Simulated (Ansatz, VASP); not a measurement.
**LiAuO4: VASP beside Ansatz**

The input INCAR:

```
ALGO = Normal
EDIFF = 1E-6
EDIFFG = -0.005
ENCUT = 600
GGA = PS
IBRION = 2
ISIF = 3
ISMEAR = 0
LASPH = T
LCHARG = F
LREAL = F
LWAVE = F
NELM = 80
NSW = 100
PREC = Accurate
SIGMA = 0.1
```

Contents of KPOINTS:

```
k-points
0
Gamma
  10 10 8
```

File POSCAR:

```
LiAuO4
1.0
    3.4273675464      0.0000000000      0.0000000000
    0.0000000000      3.4273675464      0.0000000000
    0.0000000000      0.0000000000      4.9598320295
Li Au O
1 1 4
Direct
    0.5000000000      0.5000000000      0.5000000000
    0.0000000000      0.0000000000      0.0000000000
    0.0000000000      0.5000000000      0.2412455156
    0.5000000000      0.0000000000      0.7587544844
    0.0000000000      0.5000000000      0.7587544844
    0.5000000000      0.0000000000      0.2412455156
```

Input for Ansatz:

```yaml
crystal:
  lattice:
    - [3.4273675464, 0.0, 0.0]
    - [0.0, 3.4273675464, 0.0]
    - [0.0, 0.0, 4.9598320295]
  atoms:
    - { symbol: Li, position: [0.5, 0.5, 0.5] }
    - { symbol: Au, position: [0.0, 0.0, 0.0] }
    - { symbol: O, position: [0.0, 0.5, 0.2412455156] }
    - { symbol: O, position: [0.5, 0.0, 0.7587544844] }
    - { symbol: O, position: [0.0, 0.5, 0.7587544844] }
    - { symbol: O, position: [0.5, 0.0, 0.2412455156] }
basis:
  ecutwfc: 420
kpoints:
  mp_grid: { grid: [10, 10, 8] }
hamiltonian:
  xc: pbesol
scf:
  occupations: { method: gaussian, width: 0.1 }
output:
  forces: true
  stress: true
  eigenvalues: true
relax:
  adjacent_minimum: "off"
  f_tol: 0.005
  max_steps: 80
  cell: { stress_tol: 0.05 }
```

Alike in both runs: task relaxation of cell and atoms; functional PBEsol; k mesh 10 × 10 × 8; occupations gaussian, width 0.1 eV; no spin polarisation.

|  | VASP | Ansatz |
| --- | --- | --- |
| version | VASP 6.6.1 | Ansatz 0.2.0 |
| potentials or method | VASP PAW PBE potentials, release 64 (Li_sv, Au, O), cutoff 600 eV | scalar-relativistic, plane waves, PAW |
| valence electrons in the cell | 38 | 46 |

```tsv
	VASP	Ansatz	Ansatz less VASP
gap on the k mesh at the Fermi level, each at its own relaxed structure (eV)	none	none	-
relaxed volume (Å³/atom)	9.70	9.72	+0.014
relaxed cell length with the largest relative difference (Å)	4.941	4.953	+0.0121
```

VASP's potentials were made for PBE, not for PBEsol. A gap of «none» marks a metal or a gap that the smearing closes. VASP's potentials hold 38 valence electrons a cell and Ansatz's 46, so a difference there can come from the potentials and not from the codes.

Neither program's run includes spin-orbit coupling. Noted on VASP's run: the cutoff is short for stress, so the pressure is rough.
